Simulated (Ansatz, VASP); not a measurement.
# Pt: VASP beside Ansatz

INCAR

```
SYSTEM = Pt
PREC     = Accurate       ! precision mode
ENCUT    = 520            ! plane-wave cutoff, eV
EDIFF    = 1E-6           ! SCF threshold, eV
ISMEAR   = 0              ! smearing method
SIGMA    = 0.15           ! smearing width, eV
LREAL    = .FALSE.        ! projectors in reciprocal space
LASPH    = .TRUE.         ! aspherical terms in the spheres
NELM     = 60             ! most SCF steps
ALGO     = Normal         ! electronic algorithm
ISIF     = 2              ! what is computed and relaxed
LWAVE    = .FALSE.        ! write WAVECAR
LCHARG   = .FALSE.        ! write CHGCAR
GGA      = PE             ! functional
NBANDS   = 11             ! bands
```

KPOINTS

```
regular mesh
0
G
  20 20 20
  0 0 0
```

POSCAR

```
Pt
1.0
    0.0000000000      1.9579000000      1.9579000000
    1.9579000000      0.0000000000      1.9579000000
    1.9579000000      1.9579000000      0.0000000000
Pt
1
Direct
    0.0000000000      0.0000000000      0.0000000000
```

Input for Ansatz:

```yaml
crystal:
  lattice:
    - [0.0, 1.9579, 1.9579]
    - [1.9579, 0.0, 1.9579]
    - [1.9579, 1.9579, 0.0]
  atoms:
    - { symbol: Pt, position: [0.0, 0.0, 0.0] }
basis:
  ecutwfc: 420
kpoints:
  mp_grid: { grid: [20, 20, 20] }
hamiltonian:
  xc: pbe
scf:
  occupations: { method: gaussian, width: 0.15 }
output:
  forces: true
  stress: true
  eigenvalues: true
```

Alike in both runs: task single point; functional PBE; k mesh 20 × 20 × 20; occupations gaussian, width 0.15 eV; no spin polarisation.

|  | VASP | Ansatz |
| --- | --- | --- |
| version | VASP 6.6.1 | Ansatz 0.2.0 |
| potentials or method | VASP PAW PBE potentials, release 64 (Pt), cutoff 520 eV | scalar-relativistic, plane waves, PAW |
| valence electrons in the cell | 10 | 18 |

```csv
,VASP,Ansatz,Ansatz less VASP
gap on the k mesh at the Fermi level (eV),none,none,-
pressure (GPa),11.0,11.6,+0.54
```

A gap of «none» marks a metal or a gap that the smearing closes. VASP's potentials hold 10 valence electrons a cell and Ansatz's 18, so a difference there can come from the potentials and not from the codes.

Neither program's run includes spin-orbit coupling.
